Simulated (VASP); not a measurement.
# In (I4/mmm) in VASP: notebook

In is run at these levels: r2SCAN; tasks: single point.

Everything below comes from runs of VASP 6.6.1. Logs are shortened: lines on timing, memory, paths and dates and some standing lists are left out, and cuts for length are marked.

## (1) The cell of the first run

Symmetry: I4/mmm, No. 139, tetragonal system. The conventional cell has a = 3.244 Å, b = 3.244 Å, c = 4.993 Å, α = 90.00°, β = 90.00°, γ = 90.00°. In (site symmetry 4/mmm) has 12 In at 3.24 to 3.39 Å within 4.3 Å.

## (2) Single point, r2SCAN

Input file POSCAR:

```
In
1.0
   -1.6222451156      1.6222451156      2.4964891014
    1.6222451156     -1.6222451156      2.4964891014
    1.6222451156      1.6222451156     -2.4964891014
In
1
Direct
    0.0000000000      0.0000000000      0.0000000000
```

Input file INCAR.step1:

```
PREC = Accurate ; ENCUT = 520
ISMEAR = -1 ; SIGMA = 0.08
LREAL = False ; LASPH = True
NELM = 100 ; NBANDS = 12
GGA = PE ; ALGO = Normal
EDIFF = 1E-4 ; LWAVE = True
LCHARG = False
```

Input file INCAR.step2:

```
PREC = Accurate ; ENCUT = 520
EDIFF = 1E-7 ; ISMEAR = -1
SIGMA = 0.08 ; LREAL = False
LASPH = True ; NELM = 100
ALGO = Normal ; ISIF = 2
LWAVE = False ; LCHARG = True
METAGGA = R2SCAN ; LMIXTAU = True
LELF = True ; LVHAR = True
NBANDS = 12 ; ISTART = 1
```

Input file KPOINTS:

```
Automatic mesh
0
Gamma
  14 14 14
```

Potentials or basis: VASP PAW PBE potentials, release 64 (In_d).

The run is started by

```console
$ cat potpaw_PBE.64/In_d/POTCAR > POTCAR
$ cp INCAR.step1 INCAR
$ mpirun -np 1 vasp_std > vasp.out
$ cp INCAR.step2 INCAR
$ mpirun -np 1 vasp_std > vasp.out
```

OUTCAR:

```text
PREC = Accurate
   ENCUT = 520
   EDIFF = 1E-7
   ISMEAR = -1
   LREAL = False
   LASPH = True
   NELM = 100
   ISIF = 2
   METAGGA = R2SCAN
   ISTART = 1

 ion  position               nearest neighbor table
   1  0.000  0.000  0.000-

  LATTYP: Found a body centered tetragonal cell.
 ALAT       =     3.2444902312
 C/A-ratio  =     1.5389099202

  Lattice vectors:

 A1 = (  -1.6222451156,   1.6222451156,   2.4964891014)
 A2 = (   1.6222451156,  -1.6222451156,   2.4964891014)
 A3 = (   1.6222451156,   1.6222451156,  -2.4964891014)

Analysis of symmetry for initial positions (statically):
=====================================================================
 Subroutine PRICEL returns:
 Original cell was already a primitive cell.

 Routine SETGRP: Setting up the symmetry group for a
 body centered tetragonal supercell.

 Subroutine GETGRP returns: Found 16 space group operations
 (whereof 16 operations were pure point group operations)
 out of a pool of 16 trial point group operations.

The static configuration has the point symmetry D_4h.

Analysis of symmetry for dynamics (positions and initial velocities):
=====================================================================
 Subroutine PRICEL returns:
 Original cell was already a primitive cell.

 Routine SETGRP: Setting up the symmetry group for a
 body centered tetragonal supercell.

 Subroutine GETGRP returns: Found 16 space group operations
 (whereof 16 operations were pure point group operations)
 out of a pool of 16 trial point group operations.

The dynamic configuration has the point symmetry D_4h.

 Subroutine INISYM returns: Found 16 space group operations
 (whereof 16 operations are pure point group operations),
 and found     1 'primitive' translations

----------------------------------------------------------------------------------------

                                     Primitive cell

  volume of cell :      26.2798

  direct lattice vectors                    reciprocal lattice vectors
    -1.622245116  1.622245116  2.496489101     0.000000000  0.308214828  0.200281267
     1.622245116 -1.622245116  2.496489101     0.308214828  0.000000000  0.200281267
     1.622245116  1.622245116 -2.496489101     0.308214828  0.308214828  0.000000000

  length of vectors
     3.390548077  3.390548077  3.390548077     0.367571716  0.367571716  0.435881591

  position of ions in fractional coordinates (direct lattice)
     0.000000000  0.000000000  0.000000000

  ion indices of the primitive-cell ions
   primitive index   ion index
                 1           1

----------------------------------------------------------------------------------------

 KPOINTS: Automatic mesh

Automatic generation of k-mesh.
 Grid dimensions read from file:
 generate k-points for:   14   14   14

 Generating k-lattice:

  Cartesian coordinates                     Fractional coordinates (reciprocal lattice)
     0.000000000  0.022015345  0.014305805     0.071428571  0.000000000  0.000000000
     0.022015345  0.000000000  0.014305805     0.000000000  0.071428571  0.000000000
     0.022015345  0.022015345  0.000000000     0.000000000  0.000000000  0.071428571

  Length of vectors
     0.026255123  0.026255123  0.031134399

  Shift w.r.t. Gamma in fractional coordinates (k-lattice)
     0.000000000  0.000000000  0.000000000

 Subroutine IBZKPT returns following result:
 ===========================================

 Found    244 irreducible k-points:

 Following reciprocal coordinates:
            Coordinates               Weight
  0.000000  0.000000  0.000000      1.000000
  0.071429  0.000000 -0.000000      8.000000
  0.142857  0.000000 -0.000000      8.000000
  0.214286  0.000000 -0.000000      8.000000
  0.285714  0.000000 -0.000000      8.000000
  0.357143  0.000000 -0.000000      8.000000
[... 16 lines left out ...]
  0.214286  0.142857 -0.000000     16.000000
  0.285714  0.142857 -0.000000     16.000000
 [... further k-points ...]
   k-points           NKPTS =    244   k-points in BZ     NKDIM =    244   number of bands    NBANDS=     12
   number of dos      NEDOS =    301   number of ions     NIONS =      1
   total plane-waves  NPLWV =  21952
   dimension x,y,z NGX =    28 NGY =   28 NGZ =   28
   dimension x,y,z NGXF=    56 NGYF=   56 NGZF=   56
   ions per type =               1
   NGX,Y,Z   is equivalent  to a cutoff of  13.73, 13.73, 13.73 a.u.
   NGXF,Y,Z  is equivalent  to a cutoff of  27.46, 27.46, 27.46 a.u.
 SYSTEM =  unknown system
   PREC   = accura    normal or accurate (medium, high low for compatibility)
   ISTART =      1    job   : 0-new  1-cont  2-samecut
   ICHARG =      0    charge: 1-file 2-atom 10-const
   ISPIN  =      1    spin polarized calculation?
   LNONCOLLINEAR =      F non collinear calculations
   LSORBIT =      F    spin-orbit coupling
   LASPH  =      T    aspherical Exc in radial PAW
   ENCUT  =  520.0 eV  38.22 Ry    6.18 a.u.   6.30  6.30  6.30*2*pi/ulx,y,z
   NELM   =    100;   NELMIN=  2; NELMDL=  0     # of ELM steps
   EDIFF  = 0.1E-06   stopping-criterion for ELM
   LREAL  =      F    real-space projection
   EDIFFG = 0.1E-05   stopping-criterion for IOM
   NSW    =      0    number of steps for IOM
   IBRION =     -1    ionic relax: 0-MD 1-quasi-New 2-CG
   NFREE  =      0    steps in history (QN), initial steepest desc. (CG)
   ISIF   =      2    stress and relaxation
   ISYM   =      2    0-nonsym 1-usesym 2-fastsym
   POTIM  = 0.5000    time-step for ionic-motion
   TEBEG  =    0.0;   TEEND  =   0.0 temperature during run
   PSTRESS=    0.0 pullay stress
   NELECT =      13.0000    total number of electrons
   NUPDOWN=      -1.0000    fix difference up-down
   EMIN   =  10.00;   EMAX   =-10.00  energy-range for DOS
   EFERMI =   0.00;   METHOD = LEGACY
   ISMEAR =    -1;   SIGMA  =   0.08  broadening in eV -4-tet -1-fermi 0-gaus
   EFERMI_NEDOS =   21; number of points for ismear=-14 and -15
   IALGO  =     38    algorithm
   IMIX   =      4    mixing-type and parameters
     AMIX     =   0.40;   BMIX     =  1.00
     AMIX_MAG =   1.60;   BMIX_MAG =  1.00
  volume/ion in A,a.u.               =      26.28       177.35
  Fermi-wavevector in a.u.,A,eV,Ry     =   1.294738  2.446699 22.808063  1.676345
  Thomas-Fermi vector in A             =   2.426301
   LORBIT       =      0    0 simple, 1 ext, 2 COOP (PROOUT), +10 PAW based schemes
   METAGGA = R2SCAN    functional components
   LHFCALC =     F    Hartree Fock is set to
   AEXX    =    0.0000 exact exchange contribution
   IVDW    =     0    specifies the selected vdW correction
   LEPSILON=     F    determine dielectric tensor
   LRPA    =     F    only Hartree local field effects (RPA)
 non-spin polarized calculation
  energy-cutoff  :      520.00
  volume of cell :       26.28
 maximum number of plane-waves:       725
 NGX is ok and might be reduce to    28
   NGX = 13   NGY = 13   NGZ = 13

 number of electron      13.0000006 magnetization

 Free energy of the ion-electron system (eV)
  ---------------------------------------------------
  ext. energy  EPLUGINS =         0.00000000
  ---------------------------------------------------
  free energy    TOTEN  =       -22.57991722 eV

  energy without entropy =      -22.57238297  energy(sigma->0) =      -22.57615010

 E-fermi :   7.4679     XC(G=0): -11.0522

 val. band max:        7.4618230582   @ k =   0.2857   0.1429   0.0714
 cond. band min:       7.5011673362   @ k =  -0.2857   0.4286   0.0714
 fundamental gap:      0.0393442780
 Fermi energy:         7.4678707324

 k-point     1 :       0.0000    0.0000    0.0000
  band No.  band energies     occupation
      1      -7.8781      2.00000
      2      -7.7512      2.00000
      3      -7.7512      2.00000
      4      -7.6862      2.00000
      5      -7.5532      2.00000
      6      -2.5709      2.00000
      7      18.5456      0.00000
      8      18.5456      0.00000
      9      18.7852      0.00000
     10      19.6355      0.00000
     11      21.8738      0.00000
     12      22.1403      0.00000

 k-point     2 :       0.0714    0.0000   -0.0000
  band No.  band energies     occupation
      1      -7.8691      2.00000
      2      -7.7524      2.00000
      3      -7.7429      2.00000
      4      -7.6840      2.00000
      5      -7.5570      2.00000
      6      -2.4533      2.00000
      7      17.1154      0.00000
      8      18.3735      0.00000
      9      18.3996      0.00000
     10      19.4509      0.00000
     11      22.3184      0.00000
     12      22.4602      0.00000

 k-point     3 :       0.1429    0.0000   -0.0000
  band No.  band energies     occupation
      1      -7.8501      2.00000
      2      -7.7599      2.00000
      3      -7.7225      2.00000
      4      -7.6686      2.00000
      5      -7.5646      2.00000
      6      -2.0977      2.00000
      7      14.5672      0.00000
      8      17.6482      0.00000
      9      18.0807      0.00000
     10      19.4085      0.00000
     11      21.6005      0.00000
     12      23.2917      0.00000
[... 286 lines left out ...]
 k-point    23 :       0.2143    0.1429   -0.0000
  band No.  band energies     occupation
      1      -7.8158      2.00000
      2      -7.7579      2.00000
      3      -7.6944      2.00000
      4      -7.6392      2.00000
      5      -7.5373      2.00000
      6      -0.5860      2.00000
      7      10.9311      0.00000
      8      13.1108      0.00000
      9      16.7607      0.00000
     10      20.0582      0.00000
     11      20.7845      0.00000
     12      22.1043      0.00000

 k-point    24 :       0.2857    0.1429   -0.0000
  band No.  band energies     occupation
      1      -7.8080      2.00000
      2      -7.7815      2.00000
      3      -7.7035      2.00000
      4      -7.5775      2.00000
      5      -7.5240      2.00000
      6       0.4063      2.00000
      7       8.6314      0.00000
      8      13.0282      0.00000
      9      15.8491      0.00000
     10      19.0975      0.00000
     11      20.7226      0.00000
     12      22.5462      0.00000

 [... further k-points ...]
[... 5 lines left out ...]
  --------------------------------------------------------------------------------------
  -------------------------------------------------------------------------------------
  Total       -0.0036836     -0.0036836      0.0033608      0.0000000      0.0000000      0.0000000
  in kB       -0.2245742     -0.2245742      0.2048921      0.0000000      0.0000000      0.0000000
  external PRESSURE =      -0.0814188 kB  Pullay stress =       0.0000000 kB

 VOLUME and BASIS-vectors are now :
 -----------------------------------------------------------------------------
  energy-cutoff  :      520.00
  volume of cell :       26.28
      direct lattice vectors                 reciprocal lattice vectors
    -1.622245116  1.622245116  2.496489101     0.000000000  0.308214828  0.200281267
     1.622245116 -1.622245116  2.496489101     0.308214828  0.000000000  0.200281267
     1.622245116  1.622245116 -2.496489101     0.308214828  0.308214828  0.000000000

 POSITION                                       TOTAL-FORCE (eV/Angst)
 -----------------------------------------------------------------------------------
      0.00000      0.00000      0.00000         0.000000     -0.000000      0.000000
 -----------------------------------------------------------------------------------
    total drift:                               -0.000000     -0.000000     -0.000000

  FREE ENERGIE OF THE ION-ELECTRON SYSTEM (eV)
  ---------------------------------------------------
  free  energy   TOTEN  =       -22.5799172232 eV

  energy  without entropy=      -22.5723829689  energy(sigma->0) =      -22.57615010
```

It took 7.5 min on 1 thread of Intel Xeon 8259CL, shared host; peak memory 0.22 GiB.

What came out:

| Item | Value |
| --- | --- |
| Free energy | -22.5799 eV |
| Pressure | 0.0 GPa |
| Band gap on the k mesh | zero (an odd number of electrons rules out a gap without spin polarisation) |

Levels at points of the mesh, in eV from the Fermi level:
| k point | band 3 | band 4 | band 5 | band 6 | band 7 | band 8 | band 9 | band 10 |
| --- | --- | --- | --- | --- | --- | --- | --- | --- |
| (0.00, 0.00, 0.00) | -15.22 | -15.15 | -15.02 | -10.04 | 11.08 | 11.08 | 11.32 | 12.17 |
| (0.50, 0.00, 0.00) | -15.20 | -14.94 | -14.90 | -4.49 | -3.59 | 7.74 | 9.75 | 11.71 |
| (0.50, 0.50, 0.00) | -14.94 | -14.93 | -14.82 | -2.16 | -1.53 | 3.54 | 4.15 | 7.48 |
| (0.50, 0.50, 0.50) | -14.92 | -14.89 | -14.89 | -3.13 | -2.97 | 5.05 | 5.05 | 8.46 |

Caveat: the PAW data sets were made with another functional, which shifts forces and pressure a little; spin-orbit coupling is left out, which moves the levels of the heavy elements.

## (3) Single point, r2SCAN

Input file POSCAR:

```
In
1.0
   -1.6222384192      1.6222384192      2.4965134372
    1.6222384192     -1.6222384192      2.4965134372
    1.6222384192      1.6222384192     -2.4965134372
In
1
Direct
    0.0000000000      0.0000000000      0.0000000000
```

Input file INCAR.step1:

```
PREC = Accurate
ENCUT = 520
ISMEAR = -1
SIGMA = 0.08
LREAL = F
LASPH = T
NELM = 100
NBANDS = 12
GGA = PE
ALGO = Normal
EDIFF = 1E-4
LWAVE = T
LCHARG = F
```

Input file INCAR.step2:

```
PREC = Accurate
ENCUT = 520
EDIFF = 1E-6
ISMEAR = -1
SIGMA = 0.08
LREAL = F
LASPH = T
NELM = 100
ALGO = Normal
ISIF = 2
LWAVE = F
LCHARG = F
METAGGA = R2SCAN
LMIXTAU = T
NBANDS = 12
ISTART = 1
```

Input file KPOINTS:

```
regular mesh
0
Gamma
  14 14 14
```

Potentials or basis: VASP PAW PBE potentials, release 64 (In_d).

The run is started by

```console
$ cat potpaw_PBE.64/In_d/POTCAR > POTCAR
$ cp INCAR.step1 INCAR
$ mpirun -np 1 vasp_std > vasp.out
$ cp INCAR.step2 INCAR
$ mpirun -np 1 vasp_std > vasp.out
```

Wall time 6.8 min (1 thread of Intel Xeon 8259CL, shared host); peak memory 0.22 GiB.

The run converged. Its results:

* Free energy: -22.5799 eV
* Pressure: 0.0 GPa
* Band gap on the k mesh: zero (an odd number of electrons rules out a gap without spin polarisation)

Levels at points of the mesh, in eV from the Fermi level:
```
           k point  band 4  band 5  band 6  band 7  band 8  band 9
(0.00, 0.00, 0.00)  -15.15  -15.02  -10.04   11.08   11.08   11.32
(0.50, 0.00, 0.00)  -14.94  -14.90   -4.49   -3.59    7.74    9.75
(0.50, 0.50, 0.00)  -14.93  -14.82   -2.16   -1.53    3.54    4.15
(0.50, 0.50, 0.50)  -14.89  -14.89   -3.13   -2.97    5.05    5.05
```

Caveat: the PAW data sets were made with another functional, which shifts forces and pressure a little; spin-orbit coupling is left out, which moves the levels of the heavy elements.
